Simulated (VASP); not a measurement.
CuI (Marshite): single point with PBE

The system is CuI (Marshite).

```xyz
2
Lattice="0.0000 3.0120 3.0120 3.0120 0.0000 3.0120 3.0120 3.0120 0.0000" Properties=species:S:1:pos:R:3 pbc="T T T"
Cu    1.5060    1.5060    1.5060
I     0.0000    0.0000    0.0000
```

```
Program                : VASP 6.6.1
Task                   : single point
Functional             : PBE
Potentials or basis    : VASP PAW PBE potentials, release 64 (Cu, I)
Cutoff                 : 520 eV
k mesh                 : 8 × 8 × 8
Occupations            : fermi-dirac, width 0.02 eV
Spin                   : no spin polarisation
Dipole correction      : no
Further INCAR settings : ALGO = Normal; EDIFF = 1e-07; NBANDS = 16
```

* Pressure: 1.2 GPa
* Band gap on the k mesh: 1.20 eV, direct

Levels at points of the mesh, in eV from the valence-band top:
```csv
k point,band 6,band 7,band 8,band 9,band 10,band 11,band 12,band 13
"(0.00, 0.00, 0.00)",-1.93,0.00,0.00,0.00,1.20,4.85,4.85,4.85
"(0.50, 0.00, 0.00)",-1.90,-1.86,-0.74,-0.74,2.17,5.39,5.39,7.44
"(0.50, 0.50, 0.00)",-1.87,-1.84,-1.56,-1.56,2.68,2.90,9.32,9.86
```

Run time: 24 s on 1 thread of Intel(R) Xeon(R) Platinum 8259CL CPU @ 2.50GHz (Skylake/Cascade Lake), with other jobs on the host, peak memory 0.18 GiB.

Caveat: spin-orbit coupling is left out, which moves the levels of the heavy elements.
